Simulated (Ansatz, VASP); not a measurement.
**Na2H5 in VASP and in Ansatz**

```
Na H
1.0
     2.10661   -2.23131    0.00000
     2.10661    2.23131    0.00000
     0.00000    0.00000    8.35986
Na H
2 5
Direct
  0.00000 0.00000 0.73293
  0.50000 0.50000 0.26541
  0.00000 0.50000 0.45852
  0.50000 0.00000 0.45852
  0.21061 0.78939 0.48179
  0.78939 0.21061 0.48179
  0.00000 0.00000 0.25922
```

Alike in both runs: task single point; functional PBE; k mesh 6 × 6 × 2; occupations gaussian, width 0.1 eV; no spin polarisation.

```csv
,VASP,Ansatz
version,VASP 6.6.1,Ansatz 0.2.0
potentials or method,"VASP PAW PBE potentials, release 64 (Na_pv, H), cutoff 520 eV","scalar-relativistic, plane waves, PAW"
valence electrons in the cell,19,23
```

```csv
,VASP,Ansatz,Ansatz less VASP
gap on the k mesh at the Fermi level (eV),none,none,-
pressure (GPa),4.5,4.6,+0.10
"traceless stress, the component that is largest in VASP (GPa)",-1.92,-1.90,+0.015
rms of the force components (eV/Å),0.456,0.455,-0.0020
```

Atom by atom the forces differ by 0.002 eV/Å (rms over components). A gap of «none» marks a metal or a gap that the smearing closes. VASP's potentials hold 19 valence electrons a cell and Ansatz's 23, so a difference there can come from the potentials and not from the codes.

The k mesh is coarse, so the values compare programs but aren't converged.
